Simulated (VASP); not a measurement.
# K: single point with PBE

The system is K.

```
K
1.0
     0.00000    4.61683    4.61683
     4.61683    0.00000    4.61683
     4.61683    4.61683    0.00000
K
2
Direct
  0.12500 0.12500 0.12500
  0.87500 0.87500 0.87500
```

This isn't the form of K at room conditions, which is bcc.

```
Program                : VASP 6.6.1
Task                   : single point
Functional             : PBE
Potentials or basis    : VASP PAW PBE potentials, release 64 (K_sv)
Cutoff                 : 520 eV
k mesh                 : 9 × 9 × 9
Occupations            : fermi-dirac, width 0.1 eV
Spin                   : no spin polarisation
Dipole correction      : no
Further INCAR settings : ALGO = Normal; EDIFF = 1e-07; NBANDS = 16
```

```yaml
Pressure: 0.2 GPa
Band_gap_on_the_k_mesh: zero (bands 9 and 10 overlap by 0.24 eV)
```

Levels at points of the mesh, in eV from the Fermi level:
| k point | band 6 | band 7 | band 8 | band 9 | band 10 | band 11 | band 12 | band 13 |
| --- | --- | --- | --- | --- | --- | --- | --- | --- |
| (0.00, 0.00, 0.00) | -16.05 | -16.05 | -16.05 | -1.81 | 2.46 | 2.46 | 2.46 | 2.76 |

Wall time 4.3 min on 1 thread of Intel Xeon 8259CL (shared host), peak memory 0.37 GiB.
